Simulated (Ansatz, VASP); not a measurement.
# GeW3: VASP beside Ansatz

```
CELL_PARAMETERS angstrom
0.00000 3.16009 3.16009
3.16009 0.00000 3.16009
3.16009 3.16009 0.00000
ATOMIC_POSITIONS crystal
Ge 0.50000 0.50000 0.50000
W 0.25000 0.25000 0.25000
W 0.00000 0.00000 0.00000
W 0.75000 0.75000 0.75000
```

Change from the starting cell: species swapped into the AlNi3 type (Fm-3m, No. 225).

Alike in both runs: functional PBE; k mesh 12 × 12 × 12; occupations gaussian, width 0.1 eV; no spin polarisation.

Ansatz relaxed the structure, and its values are those at the end. VASP's run is a single point on that final structure, the one shown.

|  | VASP | Ansatz |
| --- | --- | --- |
| version | VASP 6.6.1 | Ansatz 0.2.0 |
| potentials or method | VASP PAW PBE potentials, release 64 (Ge_d, W_sv), cutoff 520 eV | scalar-relativistic, plane waves, PAW |
| valence electrons in the cell | 56 | 56 |

```csv
,VASP,Ansatz,Ansatz less VASP
gap on the k mesh at the Fermi level (eV),none,none,-
pressure (GPa),0.4,0.0,-0.44
```

A gap of «none» marks a metal or a gap that the smearing closes.

Neither program's run includes spin-orbit coupling.
